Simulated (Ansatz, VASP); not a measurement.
**H in VASP and in Ansatz**

Contents of INCAR:

```
SYSTEM = H
PREC = Accurate ; ENCUT = 520
EDIFF = 1E-6 ; ISMEAR = 0
SIGMA = 0.05 ; LREAL = .FALSE.
LASPH = .TRUE. ; NELM = 80
ALGO = Normal ; ISIF = 2
LWAVE = .FALSE. ; LCHARG = .TRUE.
GGA = PE ; IVDW = 12
LELF = .TRUE. ; LVHAR = .TRUE.
NBANDS = 6
```

Contents of KPOINTS:

```
regular mesh
0
G
  10 10 26
  0 0 0
```

The input POSCAR:

```
H
1.0
    2.5171568020      0.0000000000      0.0000000000
    0.0000000000      2.5171568020      0.0000000000
    0.0000000000      0.0000000000      1.0050052430
H
1
Direct
    0.0000000000      0.0000000000      0.5000000000
```

Input for Ansatz:

```yaml
crystal:
  lattice:
    - [2.517156802, 0.0, 0.0]
    - [0.0, 2.517156802, 0.0]
    - [0.0, 0.0, 1.005005243]
  atoms:
    - { symbol: H, position: [0.0, 0.0, 0.5] }
basis:
  ecutwfc: 420
kpoints:
  mp_grid: { grid: [10, 10, 26] }
hamiltonian:
  xc: pbe
  dispersion: d3bj
scf:
  occupations: { method: gaussian, width: 0.05 }
output:
  forces: true
  stress: true
  eigenvalues: true
```

Change from the starting cell: strain -0.050 along x and y, +0.025 along z, atoms carried along.

Alike in both runs: task single point; functional PBE; dispersion D3(BJ); k mesh 10 × 10 × 26; occupations gaussian, width 0.05 eV; no spin polarisation.

|  | VASP | Ansatz |
| --- | --- | --- |
| version | VASP 6.6.1 | Ansatz 0.2.0 |
| potentials or method | VASP PAW PBE potentials, release 64 (H), cutoff 520 eV | scalar-relativistic, plane waves, PAW |
| valence electrons in the cell | 1 | 1 |

|  | VASP | Ansatz | Ansatz less VASP |
| --- | --- | --- | --- |
| gap on the k mesh at the Fermi level (eV) | none | none | - |
| pressure (GPa) | -1.9 | -1.6 | +0.30 |
| traceless stress, the component that is largest in VASP (GPa) | -5.34 | -5.31 | +0.027 |

A gap of «none» marks a metal or a gap that the smearing closes.
